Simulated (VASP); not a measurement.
The system is AgCl.

```
Ag Cl
1.0
     0.00000    2.77317    2.77317
     2.77317    0.00000    2.77317
     2.77317    2.77317    0.00000
Ag Cl
1 1
Cartesian
  0.0000 0.0000 0.0000
  2.7732 2.7732 2.7732
```

Base run:

- Program: VASP 6.6.1
- Functional: r2SCAN
- Potentials or basis: VASP PAW PBE potentials, release 64 (Ag, Cl)
- Cutoff: 520 eV
- k mesh: 8 × 8 × 8
- Occupations: gaussian, width 0.01 eV
- Spin: no spin polarisation

Its results: band gap on the k mesh 1.42 eV (least direct gap 3.70 eV); pressure -0.1 GPa.

Problem. The run is repeated on the same cell with these changes: functional from r2SCAN to LDA; potentials or basis from VASP PAW PBE potentials, release 64 (Ag, Cl) to VASP PAW LDA potentials, release 64 (Ag, Cl). What comes out?

Solution. Band gap on the k mesh 0.64 eV (least direct gap 2.95 eV); pressure -5.6 GPa.

Caveats: the PAW data sets were made with another functional, which shifts forces and pressure a little (at least some runs); the cell stands under tension (at least some runs); semilocal functionals underestimate gaps, and a narrow one can read as zero (at least some runs).

A k mesh can miss the band edges.
